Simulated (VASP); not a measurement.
# GaN (P6_3mc) in VASP: density of states with PBE

Aim: the density of states of GaN with PBE.

All numbers are computed with VASP 6.6.1; they aren't measurements. Logs are shortened: lines on timing, memory, paths and dates and some standing lists are left out, and cuts for length are marked.

## 1. The cell of the first run

It takes space group P6_3mc (No. 186, hexagonal). Conventional cell: a = 3.212 Å, b = 3.212 Å, c = 10.357 Å, α = 90.00°, β = 90.00°, γ = 120.00°. Within 2.6 Å of Ga (site symmetry 3m) lie 4 N at 1.95 to 2.00 Å. Within 2.6 Å of Ga (site symmetry 3m) lie 3 N at 1.94 Å. N (site symmetry 3m) has 3 Ga at 1.95 Å within 2.6 Å. Within 2.6 Å of N (site symmetry 3m) lie 4 Ga at 1.94 to 2.00 Å.

## 2. Density of states, PBE

File POSCAR:

```
GaN
1.0
    3.2115377900      0.0000000000      0.0000000000
   -1.6057688900      2.7812733100      0.0000000000
    0.0000000000      0.0000000000     10.3568400000
Ga N
4 4
Direct
    0.0000000000      0.0000000000      0.2858680000
    0.3333333300      0.6666666700      0.5373490000
    0.6666666700      0.3333333300      0.0373490000
    0.0000000000      0.0000000000      0.7858680000
    0.3333333300      0.6666666700      0.8437450000
    0.0000000000      0.0000000000      0.5930380000
    0.6666666700      0.3333333300      0.3437450000
    0.0000000000      0.0000000000      0.0930380000
```

File INCAR.step1:

```
SYSTEM = GaN
  PREC = Accurate
  ENCUT = 520
  EDIFF = 1E-6
  ISMEAR = 0
  SIGMA = 0.01
  LREAL = .FALSE.
  LASPH = .TRUE.
  NELM = 100
  ALGO = Normal
  ISIF = 2
  LWAVE = .FALSE.
  LCHARG = .TRUE.
  GGA = PE
  NBANDS = 46
  ISYM = 0
```

File KPOINTS.step1:

```
Automatic mesh
0
Gamma
  5 5 2
  0.5 0.5 0.5
```

File INCAR.step2:

```
SYSTEM = GaN
  PREC = Accurate
  ENCUT = 520
  EDIFF = 1E-6
  ISMEAR = -5
  SIGMA = 0.01
  LREAL = .FALSE.
  LASPH = .TRUE.
  NELM = 100
  ALGO = Normal
  ISIF = 2
  LWAVE = .FALSE.
  LCHARG = .FALSE.
  GGA = PE
  LORBIT = 11
  NBANDS = 46
  NEDOS = 2001
  ICHARG = 11
  ISYM = 0
```

File KPOINTS.step2:

```
Automatic mesh
0
G
  8 8 3
  0 0 0
```

Potentials or basis: VASP PAW PBE potentials, release 64 (Ga_d, N).

Run with:

```bash
$ cat potpaw_PBE.64/Ga_d/POTCAR potpaw_PBE.64/N/POTCAR > POTCAR
$ cp INCAR.step1 INCAR
$ cp KPOINTS.step1 KPOINTS
$ mpirun -np 1 vasp_std > vasp.out
$ cp INCAR.step2 INCAR
$ cp KPOINTS.step2 KPOINTS
$ mpirun -np 1 vasp_std > vasp.out
```

OUTCAR:

```text
SYSTEM = GaN
   PREC = Accurate
   ENCUT = 520
   EDIFF = 1E-6
   ISMEAR = -5
   LREAL = .FALSE.
   LASPH = .TRUE.
   NELM = 100
   ISIF = 2
   GGA = PE
   LORBIT = 11
   ICHARG = 11
   ISYM = 0

 ion  position               nearest neighbor table
   1  0.000  0.000  0.286-   7 1.95   7 1.95   7 1.95   8 2.00
   2  0.333  0.667  0.537-   6 1.94   6 1.94   6 1.94
   3  0.667  0.333  0.037-   8 1.94   8 1.94   8 1.94
   4  0.000  0.000  0.786-   5 1.95   5 1.95   5 1.95   6 2.00
   5  0.333  0.667  0.844-   4 1.95   4 1.95   4 1.95
   6  0.000  0.000  0.593-   2 1.94   2 1.94   2 1.94   4 2.00
   7  0.667  0.333  0.344-   1 1.95   1 1.95   1 1.95
   8  0.000  0.000  0.093-   3 1.94   3 1.94   3 1.94   1 2.00

IMPORTANT INFORMATION: All symmetrisations will be switched off!
NOSYMM: (Re-)initialisation of all symmetry stuff for point group C_1.

----------------------------------------------------------------------------------------

                                     Primitive cell

  volume of cell :      92.5090

  direct lattice vectors                    reciprocal lattice vectors
     3.211537790  0.000000000  0.000000000     0.311377311  0.179773774  0.000000000
    -1.605768890  2.781273310  0.000000000     0.000000000  0.359547548  0.000000000
     0.000000000  0.000000000 10.356840000     0.000000000  0.000000000  0.096554548

  length of vectors
     3.211537790  3.211537786 10.356840000     0.359547548  0.359547548  0.096554548

  position of ions in fractional coordinates (direct lattice)
     0.000000000  0.000000000  0.285868000
     0.333333330  0.666666670  0.537349000
     0.666666670  0.333333330  0.037349000
     0.000000000  0.000000000  0.785868000
     0.333333330  0.666666670  0.843745000
     0.000000000  0.000000000  0.593038000
     0.666666670  0.333333330  0.343745000
     0.000000000  0.000000000  0.093038000

  ion indices of the primitive-cell ions
   primitive index   ion index
                 1           1
                 2           2
                 3           3
                 4           4
                 5           5
                 6           6
                 7           7
                 8           8

----------------------------------------------------------------------------------------

 KPOINTS: Automatic mesh

Automatic generation of k-mesh.
 Grid dimensions read from file:
 generate k-points for:    8    8    3

 Generating k-lattice:

  Cartesian coordinates                     Fractional coordinates (reciprocal lattice)
[... 75 lines left out ...]
   EMIN   =  10.00;   EMAX   =-10.00  energy-range for DOS
   EFERMI =   0.00;   METHOD = LEGACY
   ISMEAR =    -5;   SIGMA  =   0.01  broadening in eV -4-tet -1-fermi 0-gaus
   EFERMI_NEDOS =   21; number of points for ismear=-14 and -15
   IALGO  =     38    algorithm
   IMIX   =      4    mixing-type and parameters
     AMIX     =   0.40;   BMIX     =  1.00
     AMIX_MAG =   1.60;   BMIX_MAG =  1.00
  volume/ion in A,a.u.               =      11.56        78.04
  Fermi-wavevector in a.u.,A,eV,Ry     =   1.505882  2.845705 30.853677  2.267681
  Thomas-Fermi vector in A             =   2.616673
   LORBIT       =     11    0 simple, 1 ext, 2 COOP (PROOUT), +10 PAW based schemes
   GGA     = PE    functional components
   LHFCALC =     F    Hartree Fock is set to
   AEXX    =    0.0000 exact exchange contribution
   IVDW    =     0    specifies the selected vdW correction
   LEPSILON=     F    determine dielectric tensor
   LRPA    =     F    only Hartree local field effects (RPA)
 non-spin polarized calculation
 Fermi weights with tetrahedron method with Bloechl corrections
  energy-cutoff  :      520.00
  volume of cell :       92.51
 maximum number of plane-waves:      2518

 number of electron      71.9999950 magnetization

 Free energy of the ion-electron system (eV)
  ---------------------------------------------------
  ext. energy  EPLUGINS =         0.00000000
  ---------------------------------------------------
  free energy    TOTEN  =       -46.34559019 eV

  energy without entropy =      -46.34559019  energy(sigma->0) =      -46.34559019

 E-fermi :   5.6805     XC(G=0): -11.7109

 val. band max:        5.6726891224   @ k =   0.0000   0.0000   0.0000
 cond. band min:       6.4909530524   @ k =   0.0000   0.0000   0.0000
 fundamental gap:      0.8182639300
 Fermi energy:         5.6805036262

 k-point     1 :       0.0000    0.0000    0.0000
  band No.  band energies     occupation
      1     -10.7134      2.00000
      2     -10.4226      2.00000
      3      -9.6242      2.00000
      4      -9.5244      2.00000
      5      -8.6978      2.00000
      6      -8.6978      2.00000
[... 1165 lines left out ...]
     45      14.3245      0.00000
     46      14.6965      0.00000

 [... further k-points ...]
[... 5 lines left out ...]
  --------------------------------------------------------------------------------------
  -------------------------------------------------------------------------------------
  Total       -1.8736798     -1.8728879      2.5917890      0.0006983     -0.0000064     -0.0000054
  in kB      -32.4505440    -32.4368292     44.8875870      0.0120931     -0.0001112     -0.0000935
  external PRESSURE =      -6.6665954 kB  Pullay stress =       0.0000000 kB

 VOLUME and BASIS-vectors are now :
 -----------------------------------------------------------------------------
  energy-cutoff  :      520.00
  volume of cell :       92.51
      direct lattice vectors                 reciprocal lattice vectors
     3.211537790  0.000000000  0.000000000     0.311377311  0.179773774  0.000000000
    -1.605768890  2.781273310  0.000000000     0.000000000  0.359547548  0.000000000
     0.000000000  0.000000000 10.356840000     0.000000000  0.000000000  0.096554548

 POSITION                                       TOTAL-FORCE (eV/Angst)
 -----------------------------------------------------------------------------------
      0.00000      0.00000      2.96069        -0.000026      0.000028      0.026919
     -0.00000      1.85418      5.56524         0.000068     -0.000045     -0.135977
      1.60577      0.92709      0.38682        -0.000069      0.000045     -0.136003
      0.00000      0.00000      8.13911         0.000026     -0.000015      0.026896
     -0.00000      1.85418      8.73853        -0.000079      0.000041      0.324942
      0.00000      0.00000      6.14200         0.000073     -0.000046     -0.215864
      1.60577      0.92709      3.56011         0.000077     -0.000049      0.324947
      0.00000      0.00000      0.96358        -0.000071      0.000041     -0.215861
 -----------------------------------------------------------------------------------
    total drift:                               -0.000008     -0.000007     -0.003497

  FREE ENERGIE OF THE ION-ELECTRON SYSTEM (eV)
  ---------------------------------------------------
  free  energy   TOTEN  =       -46.3455901920 eV

  energy  without entropy=      -46.3455901920  energy(sigma->0) =      -46.34559019

 total charge

# of ion       s       p       d       tot
------------------------------------------
    1        0.788   0.874  10.179  11.841
    2        0.786   0.745  10.134  11.665
    3        0.786   0.745  10.134  11.665
    4        0.788   0.874  10.179  11.841
    5        1.238   2.448   0.000   3.686
    6        1.234   2.503   0.000   3.737
    7        1.238   2.448   0.000   3.686
    8        1.234   2.503   0.000   3.737
--------------------------------------------------
tot          8.091  13.142  40.625  61.858
```

OSZICAR.step1:

```text
N       E                     dE             d eps       ncg     rms          rms(c)
DAV:   1     0.796225535400E+03    0.79623E+03   -0.32771E+04  7690   0.292E+03
DAV:   2     0.106282241961E+03   -0.68994E+03   -0.65494E+03  7052   0.721E+02
DAV:   3    -0.421943231892E+02   -0.14848E+03   -0.14300E+03  8080   0.219E+02
DAV:   4    -0.541049860020E+02   -0.11911E+02   -0.11792E+02  8708   0.644E+01
DAV:   5    -0.544928668502E+02   -0.38788E+00   -0.38713E+00  8686   0.121E+01    0.154E+01
DAV:   6    -0.461353850132E+02    0.83575E+01   -0.26046E+01 13286   0.627E+01    0.415E+00
DAV:   7    -0.464387016799E+02   -0.30332E+00   -0.41653E+00  7658   0.113E+01    0.380E+00
DAV:   8    -0.463787168216E+02    0.59985E-01   -0.30118E-01 10502   0.796E+00    0.128E+00
DAV:   9    -0.463654530062E+02    0.13264E-01   -0.92340E-02 10606   0.325E+00    0.468E-01
DAV:  10    -0.463664834406E+02   -0.10304E-02   -0.13252E-02  7884   0.926E-01    0.291E-01
DAV:  11    -0.463661321567E+02    0.35128E-03   -0.34695E-03 10324   0.853E-01    0.497E-02
DAV:  12    -0.463662264012E+02   -0.94245E-04   -0.89188E-04  8776   0.259E-01    0.291E-02
DAV:  13    -0.463662693778E+02   -0.42977E-04   -0.19426E-04  9388   0.234E-01    0.503E-02
DAV:  14    -0.463662548461E+02    0.14532E-04   -0.63902E-05  9742   0.144E-01    0.224E-02
DAV:  15    -0.463662510133E+02    0.38328E-05   -0.22221E-05  9958   0.666E-02    0.481E-03
DAV:  16    -0.463662516363E+02   -0.62305E-06   -0.85284E-06  8052   0.282E-02
   1 F= -.46366252E+02 E0= -.46366252E+02  d E =-.154689E-12
```

Run time: 8.5 min. Hardware: 1 thread of Intel Xeon 6975P-C, shared host; peak memory 0.41 GiB.

What came out:

```yaml
Valence_electrons_inside_the_program's_atomic_spheres: Ga 11.84, 11.66; N 3.69, 3.74
```
